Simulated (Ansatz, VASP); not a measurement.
# MoS2: VASP beside Ansatz

```
CELL_PARAMETERS angstrom
3.16900 0.00000 0.00000
-1.58450 2.74443 0.00000
0.00000 0.00000 12.32400
ATOMIC_POSITIONS crystal
Mo 0.33333 0.66667 0.25000
Mo 0.66667 0.33333 0.75000
S 0.33333 0.66667 0.62327
S 0.66667 0.33333 0.12327
S 0.33333 0.66667 0.87673
S 0.66667 0.33333 0.37673
```

Alike in both runs: task electric field gradients; functional r2SCAN; k mesh 11 × 11 × 3; occupations fermi-dirac, width 0.02 eV; collinear spin.

|  | VASP | Ansatz |
| --- | --- | --- |
| version | VASP 6.6.1 | Ansatz 0.2.0 |
| potentials or method | VASP PAW PBE potentials, release 64 (Mo_sv, S) | plane-wave PAW, scalar-relativistic |
| plane-wave cutoff (eV) | 520 | 500 |
| valence electrons in the cell | 52 | 52 |

```tsv
	VASP	Ansatz	Ansatz less VASP
gap on the k mesh at the Fermi level (eV)	0.99	0.98	-0.012
pressure (GPa)	1.1	1.1	-0.05
traceless stress, the component that is largest in VASP (GPa)	-0.59	-0.54	+0.056
rms of the force components (eV/Å)	0.081	0.083	+0.0020
net moment per atom (μB)	0.00	0.00	0.000
size of Vzz on the site where it differs most (V/Å²)	79.4	77.1	-2.34
```

VASP's potentials were made for PBE, not for r2SCAN. Atom by atom the forces differ by 0.002 eV/Å (rms over components). Ansatz's warnings: seeded moment not kept, stability check not made.
